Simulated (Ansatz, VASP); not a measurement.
# Si3N in VASP and in Ansatz

```xyz
8
Lattice="3.8155 0.0000 0.0000 -1.9078 3.3043 0.0000 0.0000 0.0000 25.7914" Properties=species:S:1:pos:R:3 pbc="T T T"
Si    1.9078    1.1014    4.0000
Si    0.0000    2.2029    4.7967
Si    0.0000    2.2029    7.1565
Si    1.9078    1.1014    7.9186
Si    1.9078    1.1014   10.3097
Si    0.0000    2.2029   10.9914
N    -0.6359    3.3043   14.0914
N    -0.6359    3.3043   15.1914
```

Alike in both runs: task single point; functional PBE; dispersion D3(BJ); k mesh 9 × 9 × 1; occupations gaussian, width 0.05 eV; no spin polarisation.

|  | VASP | Ansatz |
| --- | --- | --- |
| version | VASP 6.6.1 | Ansatz 0.2.0 |
| potentials or method | VASP PAW PBE potentials, release 64 (Si, N), cutoff 520 eV | scalar-relativistic, plane waves, PAW |
| valence electrons in the cell | 34 | 34 |

```csv
,VASP,Ansatz,Ansatz less VASP
gap on the k mesh at the Fermi level (eV),none,none,-
rms of the force components (eV/Å),0.662,0.200,-0.4615
```

Atom by atom the forces differ by 0.520 eV/Å (rms over components). A gap of «none» marks a metal or a gap that the smearing closes. One of these differences is far larger than is usual between the two programs; its cause wasn't traced.

Noted on VASP's run: the standard files for N, O and F lose accuracy on very short bonds.
